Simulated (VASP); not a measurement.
# Zn (P6_3/mmc) in VASP: a series of runs

Zn is run at these levels: PBEsol; tasks: single point, relaxation of cell and atoms.

Program: VASP 6.6.1. These are calculated values, not measurements. Logs are shortened: lines on timing, memory, paths and dates and some standing lists are left out, and cuts for length are marked.

### 1 The cell of the first run

It takes space group P6_3/mmc (No. 194, hexagonal). Conventional cell: a = 2.599 Å, b = 2.599 Å, c = 4.849 Å, α = 90.00°, β = 90.00°, γ = 120.00°. Within 3.4 Å of Zn (site symmetry -6m2) lie 12 Zn at 2.60 to 2.85 Å.

### 2 Single point, PBEsol

File INCAR:

```
PREC = Accurate ; ENCUT = 520
EDIFF = 1E-6 ; ISMEAR = -1
SIGMA = 0.05 ; LREAL = False
LASPH = True ; NELM = 80
ALGO = Normal ; ISIF = 2
LWAVE = False ; LCHARG = False
GGA = PS ; NBANDS = 19
```

File KPOINTS:

```
Automatic mesh
0
Gamma
  7 7 4
```

File POSCAR:

```
Zn
1.0
    2.5993190129      0.0000000000      0.0000000000
   -1.2996595064      2.2510762977      0.0000000000
    0.0000000000      0.0000000000      4.8491256323
Zn
2
Direct
    0.3333333333      0.6666666667      0.2500000000
    0.6666666667      0.3333333333      0.7500000000
```

Potentials or basis: VASP PAW PBE potentials, release 64 (Zn).

Launch:

```
> cat potpaw_PBE.64/Zn/POTCAR > POTCAR
> mpirun -np 1 vasp_std > vasp.out
```

OUTCAR:

```text
PREC = Accurate
   ENCUT = 520
   EDIFF = 1E-6
   ISMEAR = -1
   LREAL = False
   LASPH = True
   NELM = 80
   ISIF = 2
   GGA = PS

 ion  position               nearest neighbor table
   1  0.333  0.667  0.250-   2 2.85   2 2.85   2 2.85   2 2.85   2 2.85   2 2.85
   2  0.667  0.333  0.750-   1 2.85   1 2.85   1 2.85   1 2.85   1 2.85   1 2.85

  LATTYP: Found a hexagonal cell.
 ALAT       =     2.5993190129
 C/A-ratio  =     1.8655369380

  Lattice vectors:

 A1 = (   2.5993190129,   0.0000000000,   0.0000000000)
 A2 = (  -1.2996595064,   2.2510762977,   0.0000000000)
 A3 = (   0.0000000000,   0.0000000000,   4.8491256323)

Analysis of symmetry for initial positions (statically):
=====================================================================
 Subroutine PRICEL returns:
 Original cell was already a primitive cell.

 Routine SETGRP: Setting up the symmetry group for a
 hexagonal supercell.

 Subroutine GETGRP returns: Found 24 space group operations
 (whereof 12 operations were pure point group operations)
 out of a pool of 24 trial point group operations.

The static configuration has the point symmetry D_3d.
 The point group associated with its full space group is D_6h.

Analysis of symmetry for dynamics (positions and initial velocities):
=====================================================================
 Subroutine PRICEL returns:
 Original cell was already a primitive cell.

 Routine SETGRP: Setting up the symmetry group for a
 hexagonal supercell.

 Subroutine GETGRP returns: Found 24 space group operations
 (whereof 12 operations were pure point group operations)
 out of a pool of 24 trial point group operations.

The dynamic configuration has the point symmetry D_3d.
 The point group associated with its full space group is D_6h.

 Subroutine INISYM returns: Found 24 space group operations
 (whereof 12 operations are pure point group operations),
 and found     1 'primitive' translations

----------------------------------------------------------------------------------------

                                     Primitive cell

  volume of cell :      28.3735

  direct lattice vectors                    reciprocal lattice vectors
     2.599319013  0.000000000  0.000000000     0.384716149  0.222115972  0.000000000
    -1.299659506  2.251076298  0.000000000     0.000000000  0.444231944  0.000000000
     0.000000000  0.000000000  4.849125632     0.000000000  0.000000000  0.206222745

  length of vectors
     2.599319013  2.599319013  4.849125632     0.444231944  0.444231944  0.206222745

  position of ions in fractional coordinates (direct lattice)
     0.333333333  0.666666667  0.250000000
     0.666666667  0.333333333  0.750000000

  ion indices of the primitive-cell ions
   primitive index   ion index
                 1           1
                 2           2

----------------------------------------------------------------------------------------

 KPOINTS: Automatic mesh

Automatic generation of k-mesh.
 Grid dimensions read from file:
 generate k-points for:    7    7    4

 Generating k-lattice:

  Cartesian coordinates                     Fractional coordinates (reciprocal lattice)
     0.054959450  0.031730853  0.000000000     0.142857143  0.000000000  0.000000000
     0.000000000  0.063461706  0.000000000     0.000000000  0.142857143  0.000000000
     0.000000000  0.000000000  0.051555686     0.000000000  0.000000000  0.250000000

  Length of vectors
     0.063461706  0.063461706  0.051555686

  Shift w.r.t. Gamma in fractional coordinates (k-lattice)
     0.000000000  0.000000000  0.000000000

 Subroutine IBZKPT returns following result:
 ===========================================

 Found     24 irreducible k-points:

 Following reciprocal coordinates:
            Coordinates               Weight
  0.000000  0.000000  0.000000      1.000000
  0.142857 -0.000000  0.000000      6.000000
  0.285714 -0.000000  0.000000      6.000000
  0.428571 -0.000000  0.000000      6.000000
  0.142857  0.142857  0.000000      6.000000
  0.285714  0.142857  0.000000     12.000000
[... 16 lines left out ...]
  0.428571  0.142857  0.500000      6.000000
  0.285714  0.285714  0.500000      6.000000
   k-points           NKPTS =     24   k-points in BZ     NKDIM =     24   number of bands    NBANDS=     19
   number of dos      NEDOS =    301   number of ions     NIONS =      2
   total plane-waves  NPLWV =  14400
   dimension x,y,z NGX =    20 NGY =   20 NGZ =   36
   dimension x,y,z NGXF=    40 NGYF=   40 NGZF=   72
   ions per type =               2
   NGX,Y,Z   is equivalent  to a cutoff of  12.79, 12.79, 12.34 a.u.
   NGXF,Y,Z  is equivalent  to a cutoff of  25.58, 25.58, 24.68 a.u.
 SYSTEM =  unknown system
   PREC   = accura    normal or accurate (medium, high low for compatibility)
   ISTART =      0    job   : 0-new  1-cont  2-samecut
   ICHARG =      2    charge: 1-file 2-atom 10-const
   ISPIN  =      1    spin polarized calculation?
   LNONCOLLINEAR =      F non collinear calculations
   LSORBIT =      F    spin-orbit coupling
   LASPH  =      T    aspherical Exc in radial PAW
   ENCUT  =  520.0 eV  38.22 Ry    6.18 a.u.   4.83  4.83  9.02*2*pi/ulx,y,z
   NELM   =     80;   NELMIN=  2; NELMDL= -5     # of ELM steps
   EDIFF  = 0.1E-05   stopping-criterion for ELM
   LREAL  =      F    real-space projection
   EDIFFG = 0.1E-04   stopping-criterion for IOM
   NSW    =      0    number of steps for IOM
   IBRION =     -1    ionic relax: 0-MD 1-quasi-New 2-CG
   NFREE  =      0    steps in history (QN), initial steepest desc. (CG)
   ISIF   =      2    stress and relaxation
   ISYM   =      2    0-nonsym 1-usesym 2-fastsym
   POTIM  = 0.5000    time-step for ionic-motion
   TEBEG  =    0.0;   TEEND  =   0.0 temperature during run
   PSTRESS=    0.0 pullay stress
   NELECT =      24.0000    total number of electrons
   NUPDOWN=      -1.0000    fix difference up-down
   EMIN   =  10.00;   EMAX   =-10.00  energy-range for DOS
   EFERMI =   0.00;   METHOD = LEGACY
   ISMEAR =    -1;   SIGMA  =   0.05  broadening in eV -4-tet -1-fermi 0-gaus
   EFERMI_NEDOS =   21; number of points for ismear=-14 and -15
   IALGO  =     38    algorithm
   IMIX   =      4    mixing-type and parameters
     AMIX     =   0.40;   BMIX     =  1.00
     AMIX_MAG =   1.60;   BMIX_MAG =  1.00
  volume/ion in A,a.u.               =      14.19        95.74
  Fermi-wavevector in a.u.,A,eV,Ry     =   1.548249  2.925767 32.614189  2.397075
  Thomas-Fermi vector in A             =   2.653226
   LORBIT       =      0    0 simple, 1 ext, 2 COOP (PROOUT), +10 PAW based schemes
   GGA     = PS    functional components
   LHFCALC =     F    Hartree Fock is set to
   AEXX    =    0.0000 exact exchange contribution
   IVDW    =     0    specifies the selected vdW correction
   LEPSILON=     F    determine dielectric tensor
   LRPA    =     F    only Hartree local field effects (RPA)
 non-spin polarized calculation
  energy-cutoff  :      520.00
  volume of cell :       28.37
 maximum number of plane-waves:       775
 NGX is ok and might be reduce to    20
   NGX =  9   NGY =  9   NGZ = 19

 number of electron      24.0000025 magnetization

 Free energy of the ion-electron system (eV)
  ---------------------------------------------------
  ext. energy  EPLUGINS =         0.00000000
  ---------------------------------------------------
  free energy    TOTEN  =        -3.23483249 eV

  energy without entropy =       -3.23201986  energy(sigma->0) =       -3.23342617

 E-fermi :   3.6259     XC(G=0): -12.0692

 val. band max:        3.5266785611   @ k =   0.2857   0.1429   0.0000
 cond. band min:       3.6881016493   @ k =   0.0000   0.0000   0.2500
 fundamental gap:      0.1614230883
 Fermi energy:         3.6259026768

 k-point     1 :       0.0000    0.0000    0.0000
  band No.  band energies     occupation
      1      -7.5370      2.00000
      2      -5.4866      2.00000
      3      -4.6681      2.00000
      4      -4.3917      2.00000
      5      -4.3917      2.00000
      6      -4.3350      2.00000
[... 11 lines left out ...]
     18      23.3552      0.00000
     19      23.5308      0.00000

 k-point     2 :       0.1429   -0.0000    0.0000
  band No.  band energies     occupation
      1      -6.9106      2.00000
      2      -5.2209      2.00000
      3      -4.6163      2.00000
      4      -4.4478      2.00000
      5      -4.3729      2.00000
      6      -4.2361      2.00000
[... 11 lines left out ...]
     18      20.9452      0.00000
     19      22.3728      0.00000

 k-point     3 :       0.2857   -0.0000    0.0000
  band No.  band energies     occupation
      1      -5.4657      2.00000
      2      -5.0304      2.00000
      3      -4.6693      2.00000
      4      -4.4850      2.00000
      5      -4.3509      2.00000
      6      -4.2281      2.00000
[... 11 lines left out ...]
     18      19.3230      0.00000
     19      20.6854      0.00000

 k-point     4 :       0.4286   -0.0000    0.0000
  band No.  band energies     occupation
      1      -5.2248      2.00000
      2      -5.1412      2.00000
      3      -4.9410      2.00000
      4      -4.3968      2.00000
      5      -4.2638      2.00000
      6      -4.2119      2.00000
[... 11 lines left out ...]
     18      18.5766      0.00000
     19      19.9567      0.00000

 k-point     5 :       0.1429    0.1429    0.0000
  band No.  band energies     occupation
      1      -5.7794      2.00000
      2      -4.8829      2.00000
      3      -4.6745      2.00000
      4      -4.5180      2.00000
      5      -4.4862      2.00000
      6      -4.3633      2.00000
[... 11 lines left out ...]
     18      18.5219      0.00000
     19      19.7688      0.00000
[... 334 lines left out ...]
      2      -4.9799      2.00000
      3      -4.6726      2.00000
      4      -4.6726      2.00000
      5      -4.5406      2.00000
      6      -4.5406      2.00000
[... 11 lines left out ...]
     18      14.4495      0.00000
     19      25.6072      0.00000

 k-point    22 :       0.2857    0.1429    0.5000
  band No.  band energies     occupation
      1      -4.9660      2.00000
      2      -4.9660      2.00000
      3      -4.7448      2.00000
      4      -4.7448      2.00000
      5      -4.1726      2.00000
      6      -4.1726      2.00000
[... 11 lines left out ...]
     18      12.7703      0.00000
     19      21.3135      0.00000

 k-point    23 :       0.4286    0.1429    0.5000
  band No.  band energies     occupation
      1      -5.0479      2.00000
      2      -5.0479      2.00000
      3      -4.7988      2.00000
      4      -4.7988      2.00000
      5      -4.1390      2.00000
      6      -4.1390      2.00000
[... 11 lines left out ...]
     18      14.5139      0.00000
     19      18.0393      0.00000

 k-point    24 :       0.2857    0.2857    0.5000
  band No.  band energies     occupation
      1      -4.7893      2.00000
      2      -4.7893      2.00000
      3      -4.5877      2.00000
      4      -4.5877      2.00000
      5      -4.3653      2.00000
      6      -4.3653      2.00000
[... 11 lines left out ...]
     18      14.9220      0.00000
     19      19.4083      0.00000

------------------------ aborting loop because EDIFF is reached ----------------------------------------

  FORCE on cell =-STRESS in cart. coord.  units (eV):
  Direction    XX          YY          ZZ          XY          YZ          ZX
  --------------------------------------------------------------------------------------
  -------------------------------------------------------------------------------------
  Total        0.0987356      0.0987356      0.0602667      0.0000000     -0.0000000      0.0000000
  in kB        5.5753354      5.5753354      3.4031002      0.0000000     -0.0000000      0.0000000
  external PRESSURE =       4.8512570 kB  Pullay stress =       0.0000000 kB

 VOLUME and BASIS-vectors are now :
 -----------------------------------------------------------------------------
  energy-cutoff  :      520.00
  volume of cell :       28.37
      direct lattice vectors                 reciprocal lattice vectors
     2.599319013  0.000000000  0.000000000     0.384716149  0.222115972  0.000000000
    -1.299659506  2.251076298  0.000000000     0.000000000  0.444231944  0.000000000
     0.000000000  0.000000000  4.849125632     0.000000000  0.000000000  0.206222745

 POSITION                                       TOTAL-FORCE (eV/Angst)
 -----------------------------------------------------------------------------------
     -0.00000      1.50072      1.21228         0.000000      0.000000      0.000000
      1.29966      0.75036      3.63684        -0.000000     -0.000000      0.000000
 -----------------------------------------------------------------------------------
    total drift:                               -0.000000      0.000000      0.000000

  FREE ENERGIE OF THE ION-ELECTRON SYSTEM (eV)
  ---------------------------------------------------
  free  energy   TOTEN  =        -3.2348324890 eV

  energy  without entropy=       -3.2320198588  energy(sigma->0) =       -3.23342617
```

Wall time 20 s (1 thread of Intel Xeon 8259CL, shared host); peak memory 0.14 GiB.

What came out:

```
Free energy            : -3.2348 eV
Pressure               : 0.5 GPa
Band gap on the k mesh : zero (bands 12 and 13 overlap by 4.53 eV)
```

Levels at points of the mesh, in eV from the Fermi level:
```csv
k point,band 10,band 11,band 12,band 13,band 14,band 15
"(0.00, 0.00, 0.00)",-7.35,-7.35,-4.22,-3.21,13.90,17.66
"(0.00, 0.00, 0.50)",-7.45,-7.45,-7.45,4.53,4.53,19.64
```

Caveat: the k points lie up to 0.40 Å⁻¹ apart, too coarse for converged energies and pressures of a metal; the PAW data sets were made with another functional, which shifts forces and pressure a little.

### 3 Relaxation of cell and atoms, PBEsol

This run uses another cell than the first one, of 15.33 Å³/atom.

File INCAR:

```
SYSTEM = Zn
ALGO = Normal ; EDIFF = 1E-6
EDIFFG = -0.02 ; ENCUT = 600
GGA = PS ; IBRION = 2
ISIF = 3 ; ISMEAR = -1
LASPH = .TRUE. ; LCHARG = .FALSE.
LREAL = .FALSE. ; LWAVE = .FALSE.
NELM = 80 ; NSW = 80
PREC = Accurate ; SIGMA = 0.05
```

File KPOINTS:

```
k-points
0
G
  7 7 4
  0 0 0
```

File POSCAR:

```
Zn
1.0
    2.6700000000      0.0000000000      0.0000000000
   -1.3350000000      2.3122880000      0.0000000000
    0.0000000000      0.0000000000      4.9660000000
Zn
2
Direct
    0.3333333333      0.6666666667      0.2500000000
    0.6666666667      0.3333333333      0.7500000000
```

Potentials or basis: VASP PAW PBE potentials, release 64 (Zn).

Launch:

```
> cat potpaw_PBE.64/Zn/POTCAR > POTCAR
> mpirun -np 1 vasp_std > vasp.out
```

Wall time 2 min (1 thread of Intel Xeon 8259CL, shared host); peak memory 0.17 GiB.

The run converged. Its results:

* Free energy: -3.2355 eV
* Relaxed volume: 14.21 Å³/atom
* Relaxed cell: a = 2.601 Å, b = 2.601 Å, c = 4.849 Å, α = 90.00°, β = 90.00°, γ = 120.00°
* Space group after relaxing (to 0.1 Å): P6_3/mmc (No. 194)
* Energy gained by relaxing: 21.3 meV/atom
* Ionic steps: 8
* Pressure after relaxing: 0.2 GPa
* Band gap on the k mesh: zero (bands 12 and 13 overlap by 4.52 eV)

Step by step:
| step | energy change (eV) | largest force (eV/Å) | pressure (GPa) | volume (Å³) |
| --- | --- | --- | --- | --- |
| 1 | 0.0000 | 0.0000 | -5.75 | 30.66 |
| 2 | -0.0412 | 0.0000 | 0.90 | 28.28 |
| 3 | -0.0421 | 0.0000 | -0.06 | 28.57 |
| 4 | -0.0421 | 0.0000 | -0.20 | 28.61 |
| 5 | -0.0426 | 0.0000 | -0.22 | 28.55 |
| 6 | -0.0427 | 0.0000 | -0.15 | 28.51 |
| 7 | -0.0427 | 0.0000 | -0.23 | 28.52 |
| 8 | -0.0426 | 0.0000 | 0.22 | 28.42 |

Final structure:
```cif
data_structure
_symmetry_space_group_name_H-M 'P 1'
_symmetry_Int_Tables_number 1
_cell_length_a 2.6015
_cell_length_b 2.6015
_cell_length_c 4.8493
_cell_angle_alpha 90.000
_cell_angle_beta 90.000
_cell_angle_gamma 120.000
_cell_volume 28.42
loop_
_atom_site_label
_atom_site_type_symbol
_atom_site_fract_x
_atom_site_fract_y
_atom_site_fract_z
_atom_site_occupancy
Zn1 Zn 0.33333 0.66667 0.25000 1
Zn2 Zn 0.66667 0.33333 0.75000 1
```

Levels at points of the mesh, in eV from the Fermi level:
```
           k point  band 8  band 9  band 10  band 11  band 12  band 13  band 14  band 15  band 16
(0.00, 0.00, 0.00)   -7.59   -7.59    -7.35    -7.35    -4.21    -3.21    13.90    17.66    18.22
(0.00, 0.00, 0.50)   -8.01   -7.45    -7.45    -7.45    -7.45     4.53     4.53    19.59    19.59
```

Caveat: the k points lie up to 0.40 Å⁻¹ apart in the final cell, too coarse for converged energies and pressures of a metal; the PAW data sets were made with another functional, which shifts forces and pressure a little.
